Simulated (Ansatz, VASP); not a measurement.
Two plane-wave programs on Cu

```
Cu
1.0
     0.00000    1.63814    1.80750
     1.97686    0.00000    1.80750
     1.97686    1.63814    0.00000
Cu
1
Direct
  0.00000 0.00000 0.00000
```

Change from the starting cell: strain +0.0937 x Voigt [1, -1, 0, 0, 0, 0], atoms carried along.

Alike in both runs: task single point; functional PBE; k mesh 22 × 22 × 22; occupations gaussian, width 0.15 eV; no spin polarisation.

|  | VASP | Ansatz |
| --- | --- | --- |
| version | VASP 6.6.1 | Ansatz 0.2.0 |
| potentials or method | VASP PAW PBE potentials, release 64 (Cu), cutoff 520 eV | scalar-relativistic, plane waves, PAW |
| valence electrons in the cell | 11 | 19 |

```tsv
	VASP	Ansatz	Ansatz less VASP
gap on the k mesh at the Fermi level (eV)	none	none	-
pressure (GPa)	4.8	4.1	-0.75
traceless stress, the component that is largest in VASP (GPa)	-6.97	-7.05	-0.078
```

A gap of «none» marks a metal or a gap that the smearing closes. VASP's potentials hold 11 valence electrons a cell and Ansatz's 19, so a difference there can come from the potentials and not from the codes.
